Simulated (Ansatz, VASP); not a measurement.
## HgTe: VASP beside Ansatz

```
CELL_PARAMETERS angstrom
3.03190 -3.51255 0.00000
3.03190 3.51255 0.00000
0.00000 0.00000 5.87446
ATOMIC_POSITIONS crystal
Hg 0.65695 0.34305 0.25000
Hg 0.34305 0.65695 0.75000
Te 0.21519 0.78481 0.25000
Te 0.78481 0.21519 0.75000
```

Change from the starting cell: volume scaled by 1.04.

Alike in both runs: task single point; functional LDA; k mesh 6 × 6 × 5; occupations fermi-dirac, width 0.05 eV; no spin polarisation.

|  | VASP | Ansatz |
| --- | --- | --- |
| version | VASP 6.6.1 | Ansatz 0.2.0 |
| potentials or method | VASP PAW LDA potentials, release 64 (Hg, Te), cutoff 520 eV | all-electron LAPW, scalar-relativistic |

```tsv
	VASP	Ansatz	Ansatz less VASP
gap on the k mesh at the Fermi level (eV)	none	none	-
pressure (GPa)	-5.9	-6.1	-0.17
traceless stress, the component that is largest in VASP (GPa)	0.92	0.99	+0.067
rms of the force components (eV/Å)	0.143	0.149	+0.0057
```

LDA's correlation is that of Perdew and Zunger in VASP and of Perdew and Wang (1992) in Ansatz. Atom by atom the forces differ by 0.006 eV/Å (rms over components). A gap of «none» marks a metal or a gap that the smearing closes. Ansatz ran all-electron here, and VASP with PAW potentials.

Spin-orbit coupling is off throughout.
